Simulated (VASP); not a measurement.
Input of a VASP 6.6.1 run:

Contents of INCAR:

```
ALGO = Normal ; EDIFF = 1E-6
ENCUT = 520 ; GGA = PE
ISIF = 2 ; ISMEAR = 0
LASPH = True ; LCHARG = True
LELF = True ; LREAL = False
LVHAR = True ; LWAVE = False
NBANDS = 28 ; NELM = 100
PREC = Accurate ; SIGMA = 0.1
```

File KPOINTS:

```
k-points
0
Gamma
  12 12 6
```

The input POSCAR:

```
Ti2SiSe2
1.0
    4.8041848003      0.0000000000      0.0000000000
   -2.4020924001      4.1605460816      0.0000000000
    0.0000000000      0.0000000000      6.9360432466
Ti Si Se
2 1 2
Direct
    0.0000000000      0.0000000000      0.8554041403
    0.0000000000      0.0000000000      0.1445958597
    0.0000000000      0.0000000000      0.5000000000
    0.3333333333      0.6666666667      0.5000000000
    0.6666666667      0.3333333333      0.5000000000
```

Potentials or basis: VASP PAW PBE potentials, release 64 (Ti_sv, Si, Se).

Launch:

```bash
$ cat potpaw_PBE.64/Ti_sv/POTCAR potpaw_PBE.64/Si/POTCAR potpaw_PBE.64/Se/POTCAR > POTCAR
$ mpirun -np 1 vasp_std > vasp.out
```

(1) Estimate the pressure.

(2) Estimate the largest force.

Results:

(1) 0.3 GPa.

(2) 0.432 eV/Å.

Caveat: atoms lie so close that the PAW spheres overlap strongly, which falsifies energies and pressures.
